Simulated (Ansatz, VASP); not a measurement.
# Two plane-wave programs on Fe

File INCAR:

```
SYSTEM = Fe
  PREC = Accurate
  ENCUT = 600
  EDIFF = 1E-6
  ISMEAR = -1
  SIGMA = 0.1
  LREAL = .False.
  LASPH = .True.
  NELM = 120
  ALGO = Normal
  ISIF = 2
  LWAVE = .False.
  LCHARG = .False.
  GGA = RE
  NBANDS = 14
  GGA_COMPAT = .False.
```

KPOINTS

```
Automatic mesh
0
Gamma
  15 15 15
  0 0 0
```

POSCAR

```
Fe
1.0
    2.2201412597      0.0000000000      0.0000000000
    0.0000000000      2.2201412597      0.0000000000
    0.0000000000      0.0000000000      2.2201412597
Fe
1
Direct
    0.0000000000      0.0000000000      0.0000000000
```

Input for Ansatz:

```yaml
crystal:
  lattice:
    - [2.2201412597, 0.0, 0.0]
    - [0.0, 2.2201412597, 0.0]
    - [0.0, 0.0, 2.2201412597]
  atoms:
    - { symbol: Fe, position: [0.0, 0.0, 0.0] }
hamiltonian:
  xc: revpbe
  pseudopotentials:
    kind: paw
    azcp:
      Fe: "pseudopotentials/Fe.paw.azcp"
basis:
  ecutwfc: 420
  fft_grid_basis: typed
kpoints:
  mp_grid: { grid: [15, 15, 15], shift: [0, 0, 0] }
magnetization:
  spin_polarized: false
scf:
  occupations: { method: fermi_dirac, width: 0.1 }
  lower_state_search: "off"
output:
  stress: true
```

Alike in both runs: task single point; functional revPBE; k mesh 15 × 15 × 15; occupations fermi-dirac, width 0.1 eV; no spin polarisation.

|  | VASP | Ansatz |
| --- | --- | --- |
| version | VASP 6.6.1 | Ansatz 0.2.0 |
| potentials or method | VASP PAW PBE potentials, release 64 (Fe_sv), cutoff 600 eV | plane waves (420 eV) with PAW, scalar-relativistic |
| valence electrons in the cell | 16 | 16 |

VASP gave:

| Property | Result |
| --- | --- |
| pressure (GPa) | 15.8 |

**Question.** What did Ansatz give for the same quantities?

**Answer.** Pressure (GPa): 19.4.

VASP's potentials were made for PBE, not for revPBE.
